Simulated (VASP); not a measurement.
Wanted: the native input for a VASP 6.6.1 run.

```
Task                   : relaxation of the atoms
Functional             : PBE
Potentials or basis    : VASP PAW PBE potentials, release 64 (Au)
Cutoff                 : 520 eV
k mesh                 : 18 × 18 × 10
Occupations            : fermi-dirac, width 0.05 eV
Spin                   : no spin polarisation
Dipole correction      : no
Further INCAR settings : ALGO = Normal; EDIFF = 1e-06; IBRION = 2; EDIFFG = -0.02; NSW = 80
```

The structure of Au lies in POSCAR:

```
Au
1.0
    2.9000000000      0.0000000000      0.0000000000
   -1.4500000000      2.5114736710      0.0000000000
    0.0000000000      0.0000000000      4.7824000000
Au
2
Direct
    0.3333333333      0.6666666667      0.7500000000
    0.6666666667      0.3333333333      0.2500000000
```

This isn't the form of Au at room conditions, which is fcc.

This cell differs from its parent crystal: z stretched by -2 %.

One way to write it, as run:

INCAR

```
  PREC = Accurate
  ENCUT = 520
  EDIFF = 1E-6
  ISMEAR = -1
  SIGMA = 0.05
  LREAL = False
  LASPH = True
  NELM = 80
  ALGO = Normal
  ISIF = 2
  LWAVE = False
  LCHARG = False
  GGA = PE
  IBRION = 2
  NSW = 80
  EDIFFG = -0.02
```

KPOINTS

```
Automatic mesh
0
Gamma
  18 18 10
```

Potentials or basis: VASP PAW PBE potentials, release 64 (Au).

Launch:

```console
$ cat potpaw_PBE.64/Au/POTCAR > POTCAR
$ mpirun -np 1 vasp_std > vasp.out
```

It gave:

```
Pressure after relaxing : 4.8 GPa
Band gap on the k mesh  : zero (bands 11 and 12 overlap by 6.79 eV)
```

Caveat: the cell differs from its parent crystal (z stretched by -2 %); spin-orbit coupling is left out, which moves the levels of the heavy elements.

Wall time 66 s on 1 thread of Oxide Virtual Turin-like Processor, on a shared host, peak memory 0.2 GiB.
